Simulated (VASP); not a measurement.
# PbSe (Pm-3m) in VASP: single point with LDA

Aim: the single point of PbSe with LDA.

Program: VASP 6.6.1. These are calculated values, not measurements. Logs are shortened: lines on timing, memory, paths and dates and some standing lists are left out, and cuts for length are marked.

## Step 1: The cell of the first run

Symmetry: Pm-3m, No. 221, cubic system. Conventional cell: a = 3.784 Å, b = 3.784 Å, c = 3.784 Å, α = 90.00°, β = 90.00°, γ = 90.00°. Within 4.3 Å of Pb (site symmetry m-3m) lie 8 Se at 3.28 Å and 6 Pb at 3.78 Å. Se (site symmetry m-3m) has 8 Pb at 3.28 Å and 6 Se at 3.78 Å within 4.3 Å.

## Step 2: Single point, LDA

INCAR reads:

```
SYSTEM = PbSe
ALGO     = Normal         ! electronic algorithm
EDIFF    = 1E-6           ! SCF threshold, eV
ENCUT    = 500            ! plane-wave cutoff, eV
GGA_COMPAT= .False.      
ISIF     = 2              ! what is computed and relaxed
ISMEAR   = -1             ! smearing method
LASPH    = .True.         ! aspherical terms in the spheres
LCHARG   = .False.        ! write CHGCAR
LREAL    = .False.        ! projectors in reciprocal space
LWAVE    = .False.        ! write WAVECAR
NBANDS   = 17             ! bands
NELM     = 120            ! most SCF steps
PREC     = Accurate       ! precision mode
SIGMA    = 0.1            ! smearing width, eV
```

KPOINTS reads:

```
k-points
0
Gamma
  4 4 4
  0 0 0
```

POSCAR reads:

```
PbSe
1.0
    3.7843220000      0.0000000000      0.0000000000
    0.0000000000      3.7843220000      0.0000000000
    0.0000000000      0.0000000000      3.7843220000
Pb Se
1 1
Direct
    0.0000000000      0.0000000000      0.0000000000
    0.5000000000      0.5000000000      0.5000000000
```

Potentials or basis: VASP PAW LDA potentials, release 64 (Pb_d, Se).

Started as:

```sh
$ cat potpaw_LDA.64/Pb_d/POTCAR potpaw_LDA.64/Se/POTCAR > POTCAR
$ mpirun -np 1 vasp_std > vasp.out
```

OUTCAR:

```text
SYSTEM = PbSe
   EDIFF = 1E-6
   ENCUT = 500
   ISIF = 2
   ISMEAR = -1
   LASPH = .True.
   LREAL = .False.
   NELM = 120
   PREC = Accurate

 ion  position               nearest neighbor table
   1  0.000  0.000  0.000-   2 3.28   2 3.28   2 3.28   2 3.28   2 3.28   2 3.28   2 3.28   2 3.28

   2  0.500  0.500  0.500-   1 3.28   1 3.28   1 3.28   1 3.28   1 3.28   1 3.28   1 3.28   1 3.28

  LATTYP: Found a simple cubic cell.
 ALAT       =     3.7843220000

  Lattice vectors:

 A1 = (   3.7843220000,   0.0000000000,   0.0000000000)
 A2 = (   0.0000000000,   3.7843220000,   0.0000000000)
 A3 = (   0.0000000000,   0.0000000000,   3.7843220000)

Analysis of symmetry for initial positions (statically):
=====================================================================
 Subroutine PRICEL returns:
 Original cell was already a primitive cell.

 Routine SETGRP: Setting up the symmetry group for a
 simple cubic supercell.

 Subroutine GETGRP returns: Found 48 space group operations
 (whereof 48 operations were pure point group operations)
 out of a pool of 48 trial point group operations.

The static configuration has the point symmetry O_h .

Analysis of symmetry for dynamics (positions and initial velocities):
=====================================================================
 Subroutine PRICEL returns:
 Original cell was already a primitive cell.

 Routine SETGRP: Setting up the symmetry group for a
 simple cubic supercell.

 Subroutine GETGRP returns: Found 48 space group operations
 (whereof 48 operations were pure point group operations)
 out of a pool of 48 trial point group operations.

The dynamic configuration has the point symmetry O_h .

 Subroutine INISYM returns: Found 48 space group operations
 (whereof 48 operations are pure point group operations),
 and found     1 'primitive' translations

----------------------------------------------------------------------------------------

                                     Primitive cell

  volume of cell :      54.1956

  direct lattice vectors                    reciprocal lattice vectors
     3.784322000  0.000000000  0.000000000     0.264248127  0.000000000  0.000000000
     0.000000000  3.784322000  0.000000000     0.000000000  0.264248127  0.000000000
     0.000000000  0.000000000  3.784322000     0.000000000  0.000000000  0.264248127

  length of vectors
     3.784322000  3.784322000  3.784322000     0.264248127  0.264248127  0.264248127

  position of ions in fractional coordinates (direct lattice)
     0.000000000  0.000000000  0.000000000
     0.500000000  0.500000000  0.500000000

  ion indices of the primitive-cell ions
   primitive index   ion index
                 1           1
                 2           2

----------------------------------------------------------------------------------------

 KPOINTS: k-points

Automatic generation of k-mesh.
 Grid dimensions read from file:
 generate k-points for:    4    4    4

 Generating k-lattice:

  Cartesian coordinates                     Fractional coordinates (reciprocal lattice)
     0.066062032  0.000000000  0.000000000     0.250000000  0.000000000  0.000000000
     0.000000000  0.066062032  0.000000000     0.000000000  0.250000000  0.000000000
     0.000000000  0.000000000  0.066062032     0.000000000  0.000000000  0.250000000

  Length of vectors
     0.066062032  0.066062032  0.066062032

  Shift w.r.t. Gamma in fractional coordinates (k-lattice)
     0.000000000  0.000000000  0.000000000

 Subroutine IBZKPT returns following result:
 ===========================================

 Found     10 irreducible k-points:

 Following reciprocal coordinates:
            Coordinates               Weight
  0.000000  0.000000  0.000000      1.000000
  0.250000  0.000000  0.000000      6.000000
  0.500000  0.000000  0.000000      3.000000
  0.250000  0.250000  0.000000     12.000000
  0.500000  0.250000  0.000000     12.000000
  0.500000  0.500000  0.000000      3.000000
  0.250000  0.250000  0.250000      8.000000
  0.500000  0.250000  0.250000     12.000000
  0.500000  0.500000  0.250000      6.000000
  0.500000  0.500000  0.500000      1.000000
   k-points           NKPTS =     10   k-points in BZ     NKDIM =     10   number of bands    NBANDS=     17
   number of dos      NEDOS =    301   number of ions     NIONS =      2
   total plane-waves  NPLWV =  21952
   dimension x,y,z NGX =    28 NGY =   28 NGZ =   28
   dimension x,y,z NGXF=    56 NGYF=   56 NGZF=   56
   ions per type =               1   1
   NGX,Y,Z   is equivalent  to a cutoff of  12.30, 12.30, 12.30 a.u.
   NGXF,Y,Z  is equivalent  to a cutoff of  24.60, 24.60, 24.60 a.u.
 SYSTEM =  PbSe
   PREC   = accura    normal or accurate (medium, high low for compatibility)
   ISTART =      0    job   : 0-new  1-cont  2-samecut
   ICHARG =      2    charge: 1-file 2-atom 10-const
   ISPIN  =      1    spin polarized calculation?
   LNONCOLLINEAR =      F non collinear calculations
   LSORBIT =      F    spin-orbit coupling
   LASPH  =      T    aspherical Exc in radial PAW
   ENCUT  =  500.0 eV  36.75 Ry    6.06 a.u.   6.90  6.90  6.90*2*pi/ulx,y,z
   NELM   =    120;   NELMIN=  2; NELMDL= -5     # of ELM steps
   EDIFF  = 0.1E-05   stopping-criterion for ELM
   LREAL  =      F    real-space projection
   EDIFFG = 0.1E-04   stopping-criterion for IOM
   NSW    =      0    number of steps for IOM
   IBRION =     -1    ionic relax: 0-MD 1-quasi-New 2-CG
   NFREE  =      0    steps in history (QN), initial steepest desc. (CG)
   ISIF   =      2    stress and relaxation
   ISYM   =      2    0-nonsym 1-usesym 2-fastsym
   POTIM  = 0.5000    time-step for ionic-motion
   TEBEG  =    0.0;   TEEND  =   0.0 temperature during run
   PSTRESS=    0.0 pullay stress
   NELECT =      20.0000    total number of electrons
   NUPDOWN=      -1.0000    fix difference up-down
   EMIN   =  10.00;   EMAX   =-10.00  energy-range for DOS
   EFERMI =   0.00;   METHOD = LEGACY
   ISMEAR =    -1;   SIGMA  =   0.10  broadening in eV -4-tet -1-fermi 0-gaus
   EFERMI_NEDOS =   21; number of points for ismear=-14 and -15
   IALGO  =     38    algorithm
   IMIX   =      4    mixing-type and parameters
     AMIX     =   0.40;   BMIX     =  1.00
     AMIX_MAG =   1.60;   BMIX_MAG =  1.00
  volume/ion in A,a.u.               =      27.10       182.87
  Fermi-wavevector in a.u.,A,eV,Ry     =   1.174258  2.219025 18.760817  1.378881
  Thomas-Fermi vector in A             =   2.310658
   LORBIT       =      0    0 simple, 1 ext, 2 COOP (PROOUT), +10 PAW based schemes
   GGA     = CA    functional components
   LHFCALC =     F    Hartree Fock is set to
   AEXX    =    0.0000 exact exchange contribution
   IVDW    =     0    specifies the selected vdW correction
   LEPSILON=     F    determine dielectric tensor
   LRPA    =     F    only Hartree local field effects (RPA)
 non-spin polarized calculation
  energy-cutoff  :      500.00
  volume of cell :       54.20
 maximum number of plane-waves:      1406
 NGX is ok and might be reduce to    28
   NGX = 13   NGY = 13   NGZ = 13

 number of electron      20.0000006 magnetization

 Free energy of the ion-electron system (eV)
  ---------------------------------------------------
  ext. energy  EPLUGINS =         0.00000000
  ---------------------------------------------------
  free energy    TOTEN  =        -8.90270768 eV

  energy without entropy =       -8.86068216  energy(sigma->0) =       -8.88169492

 E-fermi :   5.2121     XC(G=0): -10.2331

 val. band max:        5.2084948485   @ k =   0.5000   0.5000   0.0000
 cond. band min:       5.9740759886   @ k =   0.5000   0.2500   0.2500
 fundamental gap:      0.7655811401
 Fermi energy:         5.2120634214

 k-point     1 :       0.0000    0.0000    0.0000
  band No.  band energies     occupation
      1     -11.6683      2.00000
      2     -11.6683      2.00000
      3     -11.5187      2.00000
      4     -11.5187      2.00000
      5     -11.5187      2.00000
      6      -8.0182      2.00000
[... 9 lines left out ...]
     16      16.4053      0.00000
     17      18.0216      0.00000

 k-point     2 :       0.2500    0.0000    0.0000
  band No.  band energies     occupation
      1     -11.6649      2.00000
      2     -11.6094      2.00000
      3     -11.5404      2.00000
      4     -11.5404      2.00000
      5     -11.5168      2.00000
      6      -7.5864      2.00000
[... 9 lines left out ...]
     16      15.5684      0.00000
     17      17.4140      0.00000

 k-point     3 :       0.5000    0.0000    0.0000
  band No.  band energies     occupation
      1     -11.6614      2.00000
      2     -11.5619      2.00000
      3     -11.5619      2.00000
      4     -11.5510      2.00000
      5     -11.5149      2.00000
      6      -6.9585      2.00000
[... 9 lines left out ...]
     16      18.2034      0.00000
     17      18.3477      0.00000

 k-point     4 :       0.2500    0.2500    0.0000
  band No.  band energies     occupation
      1     -11.6351      2.00000
      2     -11.5750      2.00000
      3     -11.5749      2.00000
      4     -11.5385      2.00000
      5     -11.5360      2.00000
      6      -7.1899      2.00000
[... 9 lines left out ...]
     16      14.7519      0.00000
     17      15.3243      0.00000

 k-point     5 :       0.5000    0.2500    0.0000
  band No.  band energies     occupation
      1     -11.6248      2.00000
      2     -11.6083      2.00000
      3     -11.5577      2.00000
      4     -11.5342      2.00000
      5     -11.5211      2.00000
      6      -6.6609      2.00000
[... 9 lines left out ...]
     16      15.5321      0.00000
     17      16.4234      0.00000

 k-point     6 :       0.5000    0.5000    0.0000
  band No.  band energies     occupation
      1     -11.6526      2.00000
      2     -11.6041      2.00000
      3     -11.5534      2.00000
      4     -11.5534      2.00000
      5     -11.4754      2.00000
      6      -6.3192      2.00000
[... 9 lines left out ...]
     16      14.3415      0.00000
     17      14.3415      0.00000

 k-point     7 :       0.2500    0.2500    0.2500
  band No.  band energies     occupation
      1     -11.5773      2.00000
      2     -11.5732      2.00000
      3     -11.5732      2.00000
      4     -11.5605      2.00000
      5     -11.5605      2.00000
      6      -6.8577      2.00000
[... 9 lines left out ...]
     16      15.1194      0.00000
     17      17.5957      0.00000

 k-point     8 :       0.5000    0.2500    0.2500
  band No.  band energies     occupation
      1     -11.6043      2.00000
      2     -11.5864      2.00000
      3     -11.5697      2.00000
      4     -11.5587      2.00000
      5     -11.5096      2.00000
      6      -6.4473      2.00000
[... 9 lines left out ...]
     16      15.2589      0.00000
     17      18.0353      0.00000

 k-point     9 :       0.5000    0.5000    0.2500
  band No.  band energies     occupation
      1     -11.6320      2.00000
      2     -11.5826      2.00000
      3     -11.5826      2.00000
      4     -11.5387      2.00000
      5     -11.4742      2.00000
      6      -6.2092      2.00000
[... 9 lines left out ...]
     16      16.9148      0.00000
     17      18.6483      0.00000

 k-point    10 :       0.5000    0.5000    0.5000
  band No.  band energies     occupation
      1     -11.6114      2.00000
      2     -11.6114      2.00000
      3     -11.6114      2.00000
      4     -11.4730      2.00000
      5     -11.4730      2.00000
      6      -6.0890      2.00000
[... 9 lines left out ...]
     16      18.8688      0.00000
     17      22.4616      0.00000

------------------------ aborting loop because EDIFF is reached ----------------------------------------

  FORCE on cell =-STRESS in cart. coord.  units (eV):
  Direction    XX          YY          ZZ          XY          YZ          ZX
  --------------------------------------------------------------------------------------
  -------------------------------------------------------------------------------------
  Total       -1.3129253     -1.3129253     -1.3129253      0.0000000      0.0000000     -0.0000000
  in kB      -38.8138183    -38.8138183    -38.8138183      0.0000000      0.0000000     -0.0000000
  external PRESSURE =     -38.8138183 kB  Pullay stress =       0.0000000 kB

 VOLUME and BASIS-vectors are now :
 -----------------------------------------------------------------------------
  energy-cutoff  :      500.00
  volume of cell :       54.20
      direct lattice vectors                 reciprocal lattice vectors
     3.784322000  0.000000000  0.000000000     0.264248127  0.000000000  0.000000000
     0.000000000  3.784322000  0.000000000     0.000000000  0.264248127  0.000000000
     0.000000000  0.000000000  3.784322000     0.000000000  0.000000000  0.264248127

 POSITION                                       TOTAL-FORCE (eV/Angst)
 -----------------------------------------------------------------------------------
      0.00000      0.00000      0.00000         0.000000      0.000000      0.000000
      1.89216      1.89216      1.89216         0.000000      0.000000      0.000000
 -----------------------------------------------------------------------------------
    total drift:                               -0.000000      0.000000      0.000000

  FREE ENERGIE OF THE ION-ELECTRON SYSTEM (eV)
  ---------------------------------------------------
  free  energy   TOTEN  =        -8.9027076778 eV

  energy  without entropy=       -8.8606821564  energy(sigma->0) =       -8.88169492
```

It took 14 s on 1 thread of Intel Xeon 8259CL, shared host; peak memory 0.14 GiB.

Results:

```yaml
Free_energy: -8.9027 eV
Pressure: -3.9 GPa
Band_gap_on_the_k_mesh: zero (band 10 reaches 5.21 eV, above the bottom of band 11 at 4.52 eV)
```

Caveat: the k points lie up to 0.42 Å⁻¹ apart; spin-orbit coupling is left out, which moves the levels of the heavy elements.
